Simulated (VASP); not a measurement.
# TaN (P6/mmm) in VASP: further runs

TaN is run at these levels: PBE; tasks: single point.

Program: VASP 6.6.1. These are calculated values, not measurements. Logs are shortened: lines on timing, memory, paths and dates and some standing lists are left out, and cuts for length are marked.

### Step 1. The cell of the first run

The structure is hexagonal, space group P6/mmm (No. 191). The conventional cell has a = 5.185 Å, b = 5.185 Å, c = 2.908 Å, α = 90.00°, β = 90.00°, γ = 120.00°. Ta (site symmetry 6/mmm) has 6 N at 2.59 Å and 14 Ta at 2.91 to 3.33 Å within 3.4 Å. Ta (site symmetry -6m2) has 6 N at 2.09 Å within 2.8 Å. N (site symmetry mmm) has 6 Ta at 2.09 to 2.59 Å and 4 N at 2.59 Å within 2.8 Å.

### Step 2. Single point, PBE, collinear spin, zero start

Input file INCAR:

```
SYSTEM = TaN
  ALGO = Normal
  EDIFF = 1E-6
  ENCUT = 520
  GGA = PE
  ISIF = 2
  ISMEAR = 0
  ISPIN = 2
  LASPH = .TRUE.
  LCHARG = .FALSE.
  LMAXMIX = 4
  LORBIT = 11
  LREAL = .FALSE.
  LWAVE = .FALSE.
  MAGMOM = 0 0 0 0 0 0
  NBANDS = 37
  NELM = 150
  PREC = Accurate
  SIGMA = 0.05
```

Input file KPOINTS:

```
k-points
0
G
  4 4 7
  0 0 0
```

Input file POSCAR:

```
TaN
1.0
    5.1850002000      0.0000000000      0.0000000000
   -2.5925001000      4.4903418900      0.0000000000
    0.0000000000      0.0000000000      2.9080005300
Ta N
3 3
Direct
    0.0000000000      0.0000000000      0.0000000000
    0.3333333333      0.6666666667      0.5000000000
    0.6666666667      0.3333333333      0.5000000000
    0.5000000000      0.0000000000      0.0000000000
    0.5000000000      0.5000000000      0.0000000000
    0.0000000000      0.5000000000      0.0000000000
```

Potentials or basis: VASP PAW PBE potentials, release 64 (Ta_pv, N).

Run with:

```bash
$ cat potpaw_PBE.64/Ta_pv/POTCAR potpaw_PBE.64/N/POTCAR > POTCAR
$ mpirun -np 1 vasp_std > vasp.out
```

OUTCAR:

```text
SYSTEM = TaN
   EDIFF = 1E-6
   ENCUT = 520
   GGA = PE
   ISIF = 2
   ISMEAR = 0
   ISPIN = 2
   LASPH = .TRUE.
   LORBIT = 11
   LREAL = .FALSE.
   NELM = 150
   PREC = Accurate

 ion  position               nearest neighbor table
   1  0.000  0.000  0.000-   5 2.59   6 2.59   6 2.59   5 2.59   4 2.59   4 2.59   2 3.33   3 3.33
                             2 3.33   3 3.33   2 3.33   2 3.33   3 3.33   3 3.33   2 3.33   3 3.33
   2  0.333  0.667  0.500-   4 2.09   4 2.09   6 2.09   6 2.09   5 2.09   5 2.09   3 2.99   3 2.99
                             3 2.99   1 3.33   1 3.33   1 3.33   1 3.33   1 3.33   1 3.33
   3  0.667  0.333  0.500-   4 2.09   4 2.09   6 2.09   6 2.09   5 2.09   5 2.09   2 2.99   2 2.99
                             2 2.99   1 3.33   1 3.33   1 3.33   1 3.33   1 3.33   1 3.33
   4  0.500  0.000  0.000-   2 2.09   3 2.09   2 2.09   3 2.09   1 2.59   1 2.59
   5  0.500  0.500  0.000-   2 2.09   3 2.09   2 2.09   3 2.09   1 2.59   1 2.59
   6  0.000  0.500  0.000-   2 2.09   3 2.09   2 2.09   3 2.09   1 2.59   1 2.59

  LATTYP: Found a hexagonal cell.
 ALAT       =     5.1850002000
 C/A-ratio  =     0.5608486823

  Lattice vectors:

 A1 = (   5.1850002000,   0.0000000000,   0.0000000000)
 A2 = (  -2.5925001000,   4.4903418900,   0.0000000000)
 A3 = (   0.0000000000,   0.0000000000,   2.9080005300)

Analysis of symmetry for initial positions (statically):
=====================================================================
 Subroutine PRICEL returns:
 Original cell was already a primitive cell.

 Routine SETGRP: Setting up the symmetry group for a
 hexagonal supercell.

 Subroutine GETGRP returns: Found 24 space group operations
 (whereof 24 operations were pure point group operations)
 out of a pool of 24 trial point group operations.

The static configuration has the point symmetry D_6h.

Analysis of symmetry for dynamics (positions and initial velocities):
=====================================================================
 Subroutine PRICEL returns:
 Original cell was already a primitive cell.

 Routine SETGRP: Setting up the symmetry group for a
 hexagonal supercell.

 Subroutine GETGRP returns: Found 24 space group operations
 (whereof 24 operations were pure point group operations)
 out of a pool of 24 trial point group operations.

The dynamic configuration has the point symmetry D_6h.

Analysis of structural, dynamic, and magnetic symmetry:
=====================================================================
 Subroutine PRICEL returns:
 Original cell was already a primitive cell.

 Routine SETGRP: Setting up the symmetry group for a
 hexagonal supercell.

 Subroutine GETGRP returns: Found 24 space group operations
 (whereof 24 operations were pure point group operations)
 out of a pool of 24 trial point group operations.

The overall configuration has the point symmetry D_6h.

 Subroutine INISYM returns: Found 24 space group operations
 (whereof 24 operations are pure point group operations),
 and found     1 'primitive' translations

----------------------------------------------------------------------------------------

                                     Primitive cell

  volume of cell :      67.7053

  direct lattice vectors                    reciprocal lattice vectors
     5.185000200  0.000000000  0.000000000     0.192864023  0.111350096  0.000000000
    -2.592500100  4.490341890  0.000000000     0.000000000  0.222700192  0.000000000
     0.000000000  0.000000000  2.908000530     0.000000000  0.000000000  0.343878892

  length of vectors
     5.185000200  5.185000198  2.908000530     0.222700192  0.222700192  0.343878892

  position of ions in fractional coordinates (direct lattice)
     0.000000000  0.000000000  0.000000000
     0.333333333  0.666666667  0.500000000
     0.666666667  0.333333333  0.500000000
     0.500000000  0.000000000  0.000000000
     0.500000000  0.500000000  0.000000000
     0.000000000  0.500000000  0.000000000

  ion indices of the primitive-cell ions
   primitive index   ion index
                 1           1
                 2           2
[... 38 lines left out ...]
  0.250000  0.000000  0.142857     12.000000
[... 8 lines left out ...]
  0.500000  0.000000  0.428571      6.000000
  0.250000  0.250000  0.428571     12.000000
   k-points           NKPTS =     16   k-points in BZ     NKDIM =     16   number of bands    NBANDS=     37
   number of dos      NEDOS =    301   number of ions     NIONS =      6
   total plane-waves  NPLWV =  38400
   dimension x,y,z NGX =    40 NGY =   40 NGZ =   24
   dimension x,y,z NGXF=    80 NGYF=   80 NGZF=   48
   ions per type =               3   3
   NGX,Y,Z   is equivalent  to a cutoff of  12.83, 12.83, 13.72 a.u.
   NGXF,Y,Z  is equivalent  to a cutoff of  25.65, 25.65, 27.44 a.u.
 SYSTEM =  TaN
   PREC   = accura    normal or accurate (medium, high low for compatibility)
   ISTART =      0    job   : 0-new  1-cont  2-samecut
   ICHARG =      2    charge: 1-file 2-atom 10-const
   ISPIN  =      2    spin polarized calculation?
   LNONCOLLINEAR =      F non collinear calculations
   LSORBIT =      F    spin-orbit coupling
   LASPH  =      T    aspherical Exc in radial PAW
   ENCUT  =  520.0 eV  38.22 Ry    6.18 a.u.   9.64  9.64  5.41*2*pi/ulx,y,z
   NELM   =    150;   NELMIN=  2; NELMDL= -5     # of ELM steps
   EDIFF  = 0.1E-05   stopping-criterion for ELM
   LREAL  =      F    real-space projection
   EDIFFG = 0.1E-04   stopping-criterion for IOM
   NSW    =      0    number of steps for IOM
   IBRION =     -1    ionic relax: 0-MD 1-quasi-New 2-CG
   NFREE  =      0    steps in history (QN), initial steepest desc. (CG)
   ISIF   =      2    stress and relaxation
   ISYM   =      2    0-nonsym 1-usesym 2-fastsym
   POTIM  = 0.5000    time-step for ionic-motion
   TEBEG  =    0.0;   TEEND  =   0.0 temperature during run
   PSTRESS=    0.0 pullay stress
   NELECT =      48.0000    total number of electrons
   NUPDOWN=      -1.0000    fix difference up-down
   EMIN   =  10.00;   EMAX   =-10.00  energy-range for DOS
   EFERMI =   0.00;   METHOD = LEGACY
   ISMEAR =     0;   SIGMA  =   0.05  broadening in eV -4-tet -1-fermi 0-gaus
   EFERMI_NEDOS =   21; number of points for ismear=-14 and -15
   IALGO  =     38    algorithm
   IMIX   =      4    mixing-type and parameters
     AMIX     =   0.40;   BMIX     =  1.00
     AMIX_MAG =   1.60;   BMIX_MAG =  1.00
  volume/ion in A,a.u.               =      11.28        76.15
  Fermi-wavevector in a.u.,A,eV,Ry     =   1.459759  2.758544 28.992586  2.130895
  Thomas-Fermi vector in A             =   2.576288
   LORBIT       =     11    0 simple, 1 ext, 2 COOP (PROOUT), +10 PAW based schemes
   GGA     = PE    functional components
   LHFCALC =     F    Hartree Fock is set to
   AEXX    =    0.0000 exact exchange contribution
   IVDW    =     0    specifies the selected vdW correction
   LEPSILON=     F    determine dielectric tensor
   LRPA    =     F    only Hartree local field effects (RPA)
 spin polarized calculation
 Gauss-broadening in eV      SIGMA  =   0.05
  energy-cutoff  :      520.00
  volume of cell :       67.71
 maximum number of plane-waves:      1840
 NGX is ok and might be reduce to    40
   NGX = 19   NGY = 19   NGZ = 11

 number of electron      47.9999998 magnetization       0.0000305

 number of electron      47.9999998 magnetization      -0.0000039

 Free energy of the ion-electron system (eV)
  ---------------------------------------------------
  ext. energy  EPLUGINS =         0.00000000
  ---------------------------------------------------
  free energy    TOTEN  =       -64.73163069 eV

  energy without entropy =      -64.72836939  energy(sigma->0) =      -64.73000004

 E-fermi :   8.2706     XC(G=0): -13.0564

 val. band max:        8.2438625000   @ k =   0.2500   0.0000   0.4286
 cond. band min:       8.2772819686   @ k =   0.0000   0.0000   0.2857
 fundamental gap:      0.0334194687
 Fermi energy:         8.2705781080

 spin component 1

 k-point     1 :       0.0000    0.0000    0.0000
  band No.  band energies     occupation
      1     -27.9754      1.00000
      2     -27.9754      1.00000
      3     -27.5891      1.00000
      4     -27.5891      1.00000
      5     -27.3503      1.00000
      6     -27.2662      1.00000
[... 613 lines left out ...]
     35      14.2456      0.00000
     36      15.1320      0.00000
 Fermi energy:         8.2705781080

 spin component 2

 k-point     1 :       0.0000    0.0000    0.0000
  band No.  band energies     occupation
      1     -27.9755      1.00000
      2     -27.9755      1.00000
      3     -27.5891      1.00000
      4     -27.5891      1.00000
      5     -27.3503      1.00000
      6     -27.2662      1.00000
[... 613 lines left out ...]
     35      14.2456      0.00000
     36      15.1320      0.00000
 [bands above 36 left out]

------------------------ aborting loop because EDIFF is reached ----------------------------------------

  FORCE on cell =-STRESS in cart. coord.  units (eV):
  Direction    XX          YY          ZZ          XY          YZ          ZX
  --------------------------------------------------------------------------------------
  -------------------------------------------------------------------------------------
  Total        4.9226882      4.9226882      4.4267964      0.0000000     -0.0000000      0.0000000
  in kB      116.4904279    116.4904278    104.7556523      0.0000000     -0.0000000      0.0000000
  external PRESSURE =     112.5788360 kB  Pullay stress =       0.0000000 kB

 VOLUME and BASIS-vectors are now :
 -----------------------------------------------------------------------------
  energy-cutoff  :      520.00
  volume of cell :       67.71
      direct lattice vectors                 reciprocal lattice vectors
     5.185000200  0.000000000  0.000000000     0.192864023  0.111350096  0.000000000
    -2.592500100  4.490341890  0.000000000     0.000000000  0.222700192  0.000000000
     0.000000000  0.000000000  2.908000530     0.000000000  0.000000000  0.343878892

 POSITION                                       TOTAL-FORCE (eV/Angst)
 -----------------------------------------------------------------------------------
      0.00000      0.00000      0.00000        -0.000000      0.000000     -0.000000
     -0.00000      2.99356      1.45400        -0.000000      0.000000     -0.000000
      2.59250      1.49678      1.45400         0.000000      0.000000      0.000000
      2.59250      0.00000      0.00000        -0.000000      0.000000     -0.000000
      1.29625      2.24517      0.00000        -0.000000      0.000000     -0.000000
     -1.29625      2.24517      0.00000        -0.000000      0.000000     -0.000000
 -----------------------------------------------------------------------------------
    total drift:                               -0.000000      0.000000     -0.000000

  FREE ENERGIE OF THE ION-ELECTRON SYSTEM (eV)
  ---------------------------------------------------
  free  energy   TOTEN  =       -64.7316306917 eV

  energy  without entropy=      -64.7283693854  energy(sigma->0) =      -64.73000004

 total charge

# of ion       s       p       d       tot
------------------------------------------
    1        0.271   6.117   2.251   8.638
    2        0.324   6.312   2.425   9.061
    3        0.324   6.312   2.425   9.061
    4        1.252   2.563   0.000   3.815
    5        1.252   2.563   0.000   3.815
    6        1.252   2.563   0.000   3.815
--------------------------------------------------
tot          4.675  26.429   7.102  38.206

 magnetization (x)

# of ion       s       p       d       tot
------------------------------------------
    1        0.000  -0.000  -0.000  -0.000
    2       -0.000  -0.000   0.000  -0.000
    3       -0.000  -0.000   0.000  -0.000
    4       -0.000   0.000   0.000  -0.000
    5       -0.000   0.000   0.000  -0.000
    6       -0.000   0.000   0.000  -0.000
--------------------------------------------------
tot         -0.000   0.000  -0.000  -0.000
```

It took 30 s on 1 thread of Intel Xeon 6975P-C (Granite Rapids), shared host; peak memory 0.24 GiB.

What came out:

```
Free energy                                           : -64.7316 eV
Pressure                                              : 11.3 GPa
Band gap on the k mesh                                : zero (filled and empty bands overlap)
Net moment                                            : 0.00 μB per cell
Valence electrons inside the program's atomic spheres : Ta 8.64, 9.06; N 3.81
```

Caveat: spin-orbit coupling is left out, which moves the levels of the heavy elements.

### Step 3. Single point, PBE, collinear spin, zero start

Input file INCAR:

```
PREC     = Accurate       # precision mode
ENCUT    = 520            # plane-wave cutoff, eV
EDIFF    = 1E-7           # SCF threshold, eV
ISMEAR   = 0              # smearing method
SIGMA    = 0.05           # smearing width, eV
LREAL    = False          # projectors in reciprocal space
LASPH    = True           # aspherical terms in the spheres
NELM     = 150            # most SCF steps
ALGO     = Normal         # electronic algorithm
ISIF     = 2              # what is computed and relaxed
LWAVE    = False          # write WAVECAR
LCHARG   = True           # write CHGCAR
ISPIN    = 2              # spin polarisation
MAGMOM   = 0 0 0 0 0 0    # initial moments
LORBIT   = 11             # projections on sites
LMAXMIX  = 4              # l up to which the mixer works
GGA      = PE             # functional
LELF     = True           # ELF
LVHAR    = True         
NBANDS   = 37             # bands
```

Input file KPOINTS:

```
Automatic mesh
0
Gamma
  4 4 7
```

POSCAR is that of step 2.

Potentials or basis: VASP PAW PBE potentials, release 64 (Ta_pv, N).

Run with:

```bash
$ cat potpaw_PBE.64/Ta_pv/POTCAR potpaw_PBE.64/N/POTCAR > POTCAR
$ mpirun -np 1 vasp_std > vasp.out
```

Wall time 34 s (1 thread of Intel Xeon 6975P-C (Granite Rapids), shared host); peak memory 0.24 GiB.

It converged, with:

| Property | Result |
| --- | --- |
| Free energy | -64.7316 eV |
| Pressure | 11.3 GPa |
| Band gap on the k mesh | zero (filled and empty bands overlap) |
| Net moment | 0.00 μB per cell |
| Valence electrons inside the program's atomic spheres | Ta 8.64, 9.06; N 3.81 |

Stress tensor (GPa, compression positive):
```
11.66  0.00  0.00
 0.00 11.66  0.00
 0.00  0.00 10.48
```

Levels at points of the mesh, in eV from the Fermi level:
Spin up:
```
           k point  band 22  band 23  band 24  band 25  band 26  band 27
(0.00, 0.00, 0.00)    -2.57    -2.11    -1.29    -1.29     0.78     0.78
(0.50, 0.00, 0.00)    -2.96    -1.74    -0.73     1.31     1.81     1.82
```
Spin down:
```csv
k point,band 22,band 23,band 24,band 25,band 26,band 27
"(0.00, 0.00, 0.00)",-2.57,-2.11,-1.29,-1.29,0.78,0.78
"(0.50, 0.00, 0.00)",-2.96,-1.74,-0.73,1.31,1.81,1.82
```

Caveat: spin-orbit coupling is left out, which moves the levels of the heavy elements.

### Step 4. Single point, PBE, collinear spin, ferromagnetic start

Input file INCAR:

```
SYSTEM = TaN
PREC     = Accurate       ! precision mode
ENCUT    = 520            ! plane-wave cutoff, eV
EDIFF    = 1E-6           ! SCF threshold, eV
ISMEAR   = 0              ! smearing method
SIGMA    = 0.05           ! smearing width, eV
LREAL    = .FALSE.        ! projectors in reciprocal space
LASPH    = .TRUE.         ! aspherical terms in the spheres
NELM     = 150            ! most SCF steps
ALGO     = Normal         ! electronic algorithm
ISIF     = 2              ! what is computed and relaxed
LWAVE    = .FALSE.        ! write WAVECAR
LCHARG   = .FALSE.        ! write CHGCAR
ISPIN    = 2              ! spin polarisation
MAGMOM   = 2 2 2 0 0 0    ! initial moments
LORBIT   = 11             ! projections on sites
LMAXMIX  = 4              ! l up to which the mixer works
GGA      = PE             ! functional
NBANDS   = 37             ! bands
```

Input file KPOINTS:

```
Automatic mesh
0
G
  4 4 7
  0 0 0
```

POSCAR is that of step 3.

Run with:

```bash
$ cat potpaw_PBE.64/Ta_pv/POTCAR potpaw_PBE.64/N/POTCAR > POTCAR
$ mpirun -np 1 vasp_std > vasp.out
```

Wall time 32 s (1 thread of Intel Xeon 6975P-C (Granite Rapids), shared host); peak memory 0.24 GiB.

Results (log left out):

```
Free energy                                           : -64.7316 eV
Pressure                                              : 11.3 GPa
Band gap on the k mesh                                : zero (filled and empty bands overlap)
Net moment                                            : 0.00 μB per cell
Valence electrons inside the program's atomic spheres : Ta 8.64, 9.06; N 3.81
```

Stress tensor (GPa, compression positive):
```
11.66  0.00  0.00
 0.00 11.66  0.00
 0.00  0.00 10.48
```

Levels at points of the mesh, in eV from the Fermi level:
Spin up:
```csv
k point,band 21,band 22,band 23,band 24,band 25,band 26,band 27,band 28
"(0.00, 0.00, 0.00)",-3.06,-2.57,-2.11,-1.29,-1.29,0.78,0.78,1.21
"(0.50, 0.00, 0.00)",-3.49,-2.96,-1.74,-0.73,1.31,1.81,1.82,2.23
```
Spin down:
| k point | band 22 | band 23 | band 24 | band 25 | band 26 | band 27 |
| --- | --- | --- | --- | --- | --- | --- |
| (0.00, 0.00, 0.00) | -2.57 | -2.11 | -1.29 | -1.29 | 0.78 | 0.78 |
| (0.50, 0.00, 0.00) | -2.96 | -1.74 | -0.73 | 1.31 | 1.81 | 1.82 |

Caveat: spin-orbit coupling is left out, which moves the levels of the heavy elements.
